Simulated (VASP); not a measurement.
A run of VASP 6.6.1 is set up as follows.

The input INCAR:

```
ALGO     = Normal         # electronic algorithm
EDIFF    = 1E-6           # SCF threshold, eV
ENCUT    = 520            # plane-wave cutoff, eV
GGA      = PE             # functional
ISIF     = 2              # what is computed and relaxed
ISMEAR   = 0              # smearing method
LASPH    = True           # aspherical terms in the spheres
LCHARG   = True           # write CHGCAR
LELF     = True           # ELF
LREAL    = False          # projectors in reciprocal space
LVHAR    = True         
LWAVE    = False          # write WAVECAR
NBANDS   = 26             # bands
NELM     = 100            # most SCF steps
PREC     = Accurate       # precision mode
SIGMA    = 0.1            # smearing width, eV
```

Contents of KPOINTS:

```
k-points
0
Gamma
  4 6 8
```

The input POSCAR:

```
C
1.0
    4.8639432100      0.0000000000      0.0000000000
    0.0000000000      3.6412474000      0.0000000000
    0.0000000000      0.0000000000      2.3703553100
C
8
Direct
    0.0000000000      0.1697209300      0.1690973500
    0.5000000000      0.8302790700      0.6690973500
    0.5000000000      0.1697209300      0.3309026500
    0.0000000000      0.8302790700      0.8309026500
    0.2500000000      0.3832403400      0.2500000000
    0.2500000000      0.6167596600      0.7500000000
    0.7500000000      0.6167596600      0.7500000000
    0.7500000000      0.3832403400      0.2500000000
```

Potentials or basis: VASP PAW PBE potentials, release 64 (C).

Launch:

```bash
$ cat potpaw_PBE.64/C/POTCAR > POTCAR
$ mpirun -np 1 vasp_std > vasp.out
```

(1) Predict the largest force.

(2) Estimate the pressure.

## Answers

(1) 6.695 eV/Å.

(2) 67.5 GPa.

Caveat: forces of over 1 eV/Å act on the atoms, so gaps and moduli don't describe the material at rest.
